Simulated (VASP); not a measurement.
Set up this calculation in VASP 6.6.1, as the native input.

* Task: single point
* Functional: PBE
* Potentials or basis: VASP PAW PBE potentials, release 64 (Ca_sv, Os, C, N)
* Cutoff: 520 eV
* k mesh: 4 × 4 × 4
* Occupations: gaussian, width 0.1 eV
* Spin: collinear spin
* Starting moments: [0.0, 1.0, 0.0, 0.0, 0.0, 0.0, 0.0, 0.0, 0.0, 0.0] μB
* Dipole correction: no
* Further INCAR settings: ALGO = Normal; EDIFF = 1e-07; NBANDS = 42

The structure of CaOsC4N4 lies in POSCAR:

```
CaOsC4N4
1.0
    6.3020979094      0.0000000000      0.0000000000
    0.0000000000      6.3020979094      0.0000000000
    0.0000000000      0.0000000000      6.3020979094
Ca Os C N
1 1 4 4
Direct
    0.5000000000      0.5000000000      0.5000000000
    0.0000000000      0.0000000000      0.0000000000
    0.1782198625      0.1782198625      0.1782198625
    0.1782198625      0.8217801375      0.8217801375
    0.8217801375      0.1782198625      0.8217801375
    0.8217801375      0.8217801375      0.1782198625
    0.2865259979      0.2865259979      0.2865259979
    0.2865259979      0.7134740021      0.7134740021
    0.7134740021      0.2865259979      0.7134740021
    0.7134740021      0.7134740021      0.2865259979
```

The input as run:

INCAR

```
PREC = Accurate
ENCUT = 520
EDIFF = 1E-7
ISMEAR = 0
SIGMA = 0.1
LREAL = False
LASPH = True
NELM = 150
ALGO = Normal
ISIF = 2
LWAVE = False
LCHARG = True
ISPIN = 2
MAGMOM = 0 1 0 0 0 0 0 0 0 0
LORBIT = 11
LMAXMIX = 4
GGA = PE
LELF = True
LVHAR = True
NBANDS = 42
```

KPOINTS

```
Automatic mesh
0
Gamma
  4 4 4
```

Potentials or basis: VASP PAW PBE potentials, release 64 (Ca_sv, Os, C, N).

Command:

```bash
$ cat potpaw_PBE.64/Ca_sv/POTCAR potpaw_PBE.64/Os/POTCAR potpaw_PBE.64/C/POTCAR potpaw_PBE.64/N/POTCAR > POTCAR
$ mpirun -np 1 vasp_std > vasp.out
```

It gave:

- Pressure: 0.8 GPa
- Largest force: 0.261 eV/Å
- Band gap on the k mesh: zero (filled and empty bands overlap)
- Net moment: 2.00 μB per cell
- Site moments: Ca +0.01; Os +0.88; C +0.01; N +0.10 μB
- Valence electrons inside the program's atomic spheres: Ca 8.12; Os 7.71; C 2.60; N 3.87

Caveat: spin-orbit coupling is left out, which moves the levels of the heavy elements.

Run time: 8.1 min on 1 thread of Intel Xeon 8259CL, on a shared host, peak memory 0.51 GiB.
